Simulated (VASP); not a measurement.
# MgO (CsCl type) (Pm-3m) in VASP: further runs, part 2 of 2

VASP 6.6.1. The steps go on from the part before.

## 4. Single point, PBE (volume scaled by 0.94)

Contents of INCAR:

```
PREC = Accurate
ENCUT = 520
EDIFF = 1E-6
ISMEAR = -1
SIGMA = 0.08
LREAL = False
LASPH = True
NELM = 100
ALGO = Normal
ISIF = 2
LWAVE = False
LCHARG = True
GGA = PE
LELF = True
LVHAR = True
NBANDS = 11
```

Contents of KPOINTS:

```
Automatic mesh
0
Gamma
  15 15 15
```

Contents of POSCAR:

```
MgO
1.0
    2.6055749781      0.0000000000      0.0000000000
    0.0000000000      2.6055749781      0.0000000000
    0.0000000000      0.0000000000      2.6055749781
Mg O
1 1
Direct
    0.0000000000      0.0000000000      0.0000000000
    0.5000000000      0.5000000000      0.5000000000
```

Potentials or basis: VASP PAW PBE potentials, release 64 (Mg, O).

Started as:

```sh
$ cat potpaw_PBE.64/Mg/POTCAR potpaw_PBE.64/O/POTCAR > POTCAR
$ mpirun -np 1 vasp_std > vasp.out
```

OUTCAR:

```text
PREC = Accurate
   ENCUT = 520
   EDIFF = 1E-6
   ISMEAR = -1
   LREAL = False
   LASPH = True
   NELM = 100
   ISIF = 2
   GGA = PE

 ion  position               nearest neighbor table
   1  0.000  0.000  0.000-   2 2.26   2 2.26   2 2.26   2 2.26   2 2.26   2 2.26   2 2.26   2 2.26

   2  0.500  0.500  0.500-   1 2.26   1 2.26   1 2.26   1 2.26   1 2.26   1 2.26   1 2.26   1 2.26

  LATTYP: Found a simple cubic cell.
 ALAT       =     2.6055749781

  Lattice vectors:

 A1 = (   2.6055749781,   0.0000000000,   0.0000000000)
 A2 = (   0.0000000000,   2.6055749781,   0.0000000000)
 A3 = (   0.0000000000,   0.0000000000,   2.6055749781)

Analysis of symmetry for initial positions (statically):
=====================================================================
 Subroutine PRICEL returns:
 Original cell was already a primitive cell.

 Routine SETGRP: Setting up the symmetry group for a
 simple cubic supercell.

 Subroutine GETGRP returns: Found 48 space group operations
[... 9 lines left out ...]

 Routine SETGRP: Setting up the symmetry group for a
 simple cubic supercell.
[... 152 lines left out ...]

 E-fermi :   6.8336     XC(G=0): -11.4634

 val. band max:        5.3000299232   @ k =   0.4667   0.4667   0.0000
 cond. band min:       8.1268012114   @ k =   0.0000   0.0000   0.0000
 fundamental gap:      2.8267712882
 Fermi energy:         6.8336272813

 k-point     1 :       0.0000    0.0000    0.0000
  band No.  band energies     occupation
      1     -13.4200      2.00000
      2       4.2706      2.00000
      3       4.2706      2.00000
      4       4.2706      2.00000
      5       8.1268      0.00000
      6      15.8235      0.00000
      7      15.8235      0.00000
      8      26.1414      0.00000
      9      26.1414      0.00000
     10      26.1414      0.00000
     11      33.2470      0.00000
[... 309 lines left out ...]
 k-point    24 :       0.3333    0.2000    0.0000
  band No.  band energies     occupation
      1     -12.1815      2.00000
      2       0.1744      2.00000
      3       2.7056      2.00000
      4       4.7908      2.00000
      5      12.4948      0.00000
      6      15.4849      0.00000
      7      17.5926      0.00000
      8      23.5005      0.00000
      9      24.6343      0.00000
     10      26.2649      0.00000
     11      27.6369      0.00000

 [... further k-points ...]
[... 5 lines left out ...]
  --------------------------------------------------------------------------------------
  -------------------------------------------------------------------------------------
  Total        0.9889707      0.9889707      0.9889707     -0.0000000     -0.0000000      0.0000000
  in kB       89.5742679     89.5742679     89.5742679     -0.0000000     -0.0000000      0.0000000
  external PRESSURE =      89.5742679 kB  Pullay stress =       0.0000000 kB

 VOLUME and BASIS-vectors are now :
 -----------------------------------------------------------------------------
  energy-cutoff  :      520.00
  volume of cell :       17.69
      direct lattice vectors                 reciprocal lattice vectors
     2.605574978  0.000000000  0.000000000     0.383792448  0.000000000  0.000000000
     0.000000000  2.605574978  0.000000000     0.000000000  0.383792448  0.000000000
     0.000000000  0.000000000  2.605574978     0.000000000  0.000000000  0.383792448

 POSITION                                       TOTAL-FORCE (eV/Angst)
 -----------------------------------------------------------------------------------
      0.00000      0.00000      0.00000         0.000000      0.000000      0.000000
      1.30279      1.30279      1.30279         0.000000      0.000000      0.000000
 -----------------------------------------------------------------------------------
    total drift:                                0.000000      0.000000      0.000000

  FREE ENERGIE OF THE ION-ELECTRON SYSTEM (eV)
  ---------------------------------------------------
  free  energy   TOTEN  =       -10.3722806944 eV

  energy  without entropy=      -10.3722806941  energy(sigma->0) =      -10.37228069
```

OSZICAR:

```text
N       E                     dE             d eps       ncg     rms          rms(c)
DAV:   1     0.135815707849E+02    0.13582E+02   -0.46679E+03  3096   0.652E+02
DAV:   2    -0.115096497500E+02   -0.25091E+02   -0.24161E+02  3037   0.132E+02
DAV:   3    -0.120227310102E+02   -0.51308E+00   -0.51268E+00  3065   0.159E+01
DAV:   4    -0.120238113233E+02   -0.10803E-02   -0.10803E-02  2893   0.831E-01
DAV:   5    -0.120238142604E+02   -0.29371E-05   -0.29371E-05  3145   0.419E-02    0.706E+00
DAV:   6    -0.104361659868E+02    0.15876E+01   -0.82794E+00  2676   0.159E+01    0.215E+00
DAV:   7    -0.103980310815E+02    0.38135E-01   -0.61521E-02  2889   0.216E+00    0.130E+00
DAV:   8    -0.103726012545E+02    0.25430E-01   -0.35188E-02  2822   0.192E+00    0.226E-01
DAV:   9    -0.103723491350E+02    0.25212E-03   -0.32412E-04  2960   0.134E-01    0.143E-01
DAV:  10    -0.103722824666E+02    0.66668E-04   -0.26258E-04  2793   0.137E-01    0.905E-03
DAV:  11    -0.103722808255E+02    0.16411E-05   -0.68383E-06  2913   0.168E-02    0.299E-03
DAV:  12    -0.103722806944E+02    0.13116E-06   -0.15196E-07  1527   0.382E-03
   1 F= -.10372281E+02 E0= -.10372281E+02  d E =-.290571E-09
```

stdout:

```text
POSCAR found type information on POSCAR MgO
 POSCAR found :  2 types and       2 ions
 scaLAPACK will be used
 LDA part: xc-table for (Slater+PW92), standard interpolation
 POSCAR, INCAR and KPOINTS ok, starting setup
 FFT: planning ... GRIDC
 FFT: planning ... GRID_SOFT
 FFT: planning ... GRID
 WAVECAR not read
 entering main loop
```

It took 26 s on 1 thread of AMD EPYC 7R13, shared host; peak memory 0.14 GiB.

What came out:

```yaml
Free_energy: -10.3723 eV
Pressure: 9.0 GPa
Band_gap_on_the_k_mesh: 2.83 eV, indirect (least direct gap 3.86 eV)
```

Caveat: the cell differs from its parent crystal (volume scaled by 0.94).

## 5. Single point, PBE

This run uses another cell than the first one, of 9.41 Å³/atom, 1.136 times its volume.

Contents of INCAR:

```
SYSTEM = MgO
PREC     = Accurate       ! precision mode
ENCUT    = 520            ! plane-wave cutoff, eV
EDIFF    = 1E-6           ! SCF threshold, eV
ISMEAR   = -1             ! smearing method
SIGMA    = 0.08           ! smearing width, eV
LREAL    = .FALSE.        ! projectors in reciprocal space
LASPH    = .TRUE.         ! aspherical terms in the spheres
NELM     = 80             ! most SCF steps
ALGO     = Normal         ! electronic algorithm
ISIF     = 2              ! what is computed and relaxed
LWAVE    = .FALSE.        ! write WAVECAR
LCHARG   = .FALSE.        ! write CHGCAR
GGA      = PE             ! functional
NBANDS   = 11             ! bands
```

Contents of KPOINTS:

```
Automatic mesh
0
G
  15 15 15
  0 0 0
```

Contents of POSCAR:

```
MgO
1.0
    2.6598733433      0.0000000000      0.0000000000
    0.0000000000      2.6598733433      0.0000000000
    0.0000000000      0.0000000000      2.6598733433
Mg O
1 1
Direct
    0.0000000000      0.0000000000      0.0000000000
    0.5000000000      0.5000000000      0.5000000000
```

Potentials or basis: VASP PAW PBE potentials, release 64 (Mg, O).

Started as:

```sh
$ cat potpaw_PBE.64/Mg/POTCAR potpaw_PBE.64/O/POTCAR > POTCAR
$ mpirun -np 1 vasp_std > vasp.out
```

OUTCAR:

```text
SYSTEM = MgO
   PREC = Accurate
   ENCUT = 520
   EDIFF = 1E-6
   ISMEAR = -1
   LREAL = .FALSE.
   LASPH = .TRUE.
   NELM = 80
   ISIF = 2
   GGA = PE

 ion  position               nearest neighbor table
   1  0.000  0.000  0.000-   2 2.30   2 2.30   2 2.30   2 2.30   2 2.30   2 2.30   2 2.30   2 2.30

   2  0.500  0.500  0.500-   1 2.30   1 2.30   1 2.30   1 2.30   1 2.30   1 2.30   1 2.30   1 2.30

  LATTYP: Found a simple cubic cell.
 ALAT       =     2.6598733433

  Lattice vectors:

 A1 = (   2.6598733433,   0.0000000000,   0.0000000000)
 A2 = (   0.0000000000,   2.6598733433,   0.0000000000)
 A3 = (   0.0000000000,   0.0000000000,   2.6598733433)

Analysis of symmetry for initial positions (statically):
=====================================================================
 Subroutine PRICEL returns:
 Original cell was already a primitive cell.

 Routine SETGRP: Setting up the symmetry group for a
 simple cubic supercell.

 Subroutine GETGRP returns: Found 48 space group operations
[... 9 lines left out ...]

 Routine SETGRP: Setting up the symmetry group for a
 simple cubic supercell.

 Subroutine GETGRP returns: Found 48 space group operations
[... 155 lines left out ...]
 fundamental gap:      2.2598276996
 Fermi energy:         6.0082760204

 k-point     1 :       0.0000    0.0000    0.0000
  band No.  band energies     occupation
      1     -13.5696      2.00000
      2       3.7683      2.00000
      3       3.7683      2.00000
      4       3.7683      2.00000
      5       6.9895      0.00001
      6      15.1319      0.00000
      7      15.1319      0.00000
      8      24.5554      0.00000
      9      24.5554      0.00000
     10      24.5554      0.00000
     11      31.8459      0.00000
[... 309 lines left out ...]
 k-point    24 :       0.3333    0.2000    0.0000
  band No.  band energies     occupation
      1     -12.4599      2.00000
      2      -0.1221      2.00000
      3       2.2952      2.00000
      4       4.2610      2.00000
      5      11.3588      0.00000
      6      14.4874      0.00000
      7      16.5519      0.00000
      8      22.4180      0.00000
      9      23.3165      0.00000
     10      24.8915      0.00000
     11      26.4294      0.00000

 [... further k-points ...]
[... 5 lines left out ...]
  --------------------------------------------------------------------------------------
  -------------------------------------------------------------------------------------
  Total       -0.0851369     -0.0851369     -0.0851369      0.0000000     -0.0000000     -0.0000000
  in kB       -7.2484536     -7.2484536     -7.2484536      0.0000000     -0.0000000     -0.0000000
  external PRESSURE =      -7.2484536 kB  Pullay stress =       0.0000000 kB

 VOLUME and BASIS-vectors are now :
 -----------------------------------------------------------------------------
  energy-cutoff  :      520.00
  volume of cell :       18.82
      direct lattice vectors                 reciprocal lattice vectors
     2.659873343  0.000000000  0.000000000     0.375957751  0.000000000  0.000000000
     0.000000000  2.659873343  0.000000000     0.000000000  0.375957751  0.000000000
     0.000000000  0.000000000  2.659873343     0.000000000  0.000000000  0.375957751

 POSITION                                       TOTAL-FORCE (eV/Angst)
 -----------------------------------------------------------------------------------
      0.00000      0.00000      0.00000         0.000000      0.000000      0.000000
      1.32994      1.32994      1.32994         0.000000      0.000000      0.000000
 -----------------------------------------------------------------------------------
    total drift:                                0.000000      0.000000      0.000000

  FREE ENERGIE OF THE ION-ELECTRON SYSTEM (eV)
  ---------------------------------------------------
  free  energy   TOTEN  =       -10.4009041837 eV

  energy  without entropy=      -10.4009041756  energy(sigma->0) =      -10.40090418
```

OSZICAR:

```text
N       E                     dE             d eps       ncg     rms          rms(c)
DAV:   1     0.158402182678E+02    0.15840E+02   -0.45605E+03  3024   0.646E+02
DAV:   2    -0.113932788699E+02   -0.27233E+02   -0.26171E+02  3071   0.133E+02
DAV:   3    -0.120514069508E+02   -0.65813E+00   -0.65740E+00  3107   0.181E+01
DAV:   4    -0.120528019115E+02   -0.13950E-02   -0.13949E-02  2873   0.959E-01
DAV:   5    -0.120528056458E+02   -0.37343E-05   -0.37343E-05  3116   0.489E-02    0.703E+00
DAV:   6    -0.104710557823E+02    0.15817E+01   -0.88767E+00  2685   0.159E+01    0.227E+00
DAV:   7    -0.104287948007E+02    0.42261E-01   -0.76660E-02  2868   0.231E+00    0.132E+00
DAV:   8    -0.104013494854E+02    0.27445E-01   -0.43111E-02  2829   0.206E+00    0.255E-01
DAV:   9    -0.104010338245E+02    0.31566E-03   -0.33184E-04  2965   0.138E-01    0.169E-01
DAV:  10    -0.104009066561E+02    0.12717E-03   -0.37704E-04  2775   0.168E-01    0.111E-02
DAV:  11    -0.104009042507E+02    0.24054E-05   -0.85515E-06  2892   0.173E-02    0.363E-03
DAV:  12    -0.104009041837E+02    0.67015E-07   -0.28838E-07  1575   0.501E-03
   1 F= -.10400904E+02 E0= -.10400904E+02  d E =-.804462E-08
```

stdout:

```text
POSCAR found type information on POSCAR MgO
 POSCAR found :  2 types and       2 ions
 scaLAPACK will be used
 LDA part: xc-table for (Slater+PW92), standard interpolation
 POSCAR, INCAR and KPOINTS ok, starting setup
 FFT: planning ... GRIDC
 FFT: planning ... GRID_SOFT
 FFT: planning ... GRID
 WAVECAR not read
 entering main loop
```

Wall time 23 s (1 thread of AMD EPYC 7R13, shared host); peak memory 0.14 GiB.

What came out:

* Free energy: -10.4009 eV
* Pressure: -0.7 GPa
* Band gap on the k mesh: 2.26 eV, indirect (least direct gap 3.22 eV)

Levels at points of the mesh, in eV from the valence-band top:
```csv
k point,band 1,band 2,band 3,band 4,band 5,band 6,band 7,band 8,band 9
"(0.00, 0.00, 0.00)",-18.30,-0.96,-0.96,-0.96,2.26,10.40,10.40,19.83,19.83
```

## 6. The runs side by side

| cell | gap on the mesh (eV) | pressure (GPa) |
| --- | --- | --- |
| a = 2.549 Å, 2 atoms | 3.49 | 22.2 |
| a = 2.606 Å, 2 atoms | 2.83 | 9.0 |
| a = 2.660 Å, 2 atoms | 2.26 | -0.7 |

Alike in all rows: task single point; level PBE; potentials or basis VASP PAW PBE potentials, release 64 (Mg, O); no spin polarisation; k mesh 15 × 15 × 15; cutoff (eV) 520; smearing fermi-dirac 0.08 eV.

Absolute energies hang on the potentials; compare differences alone.
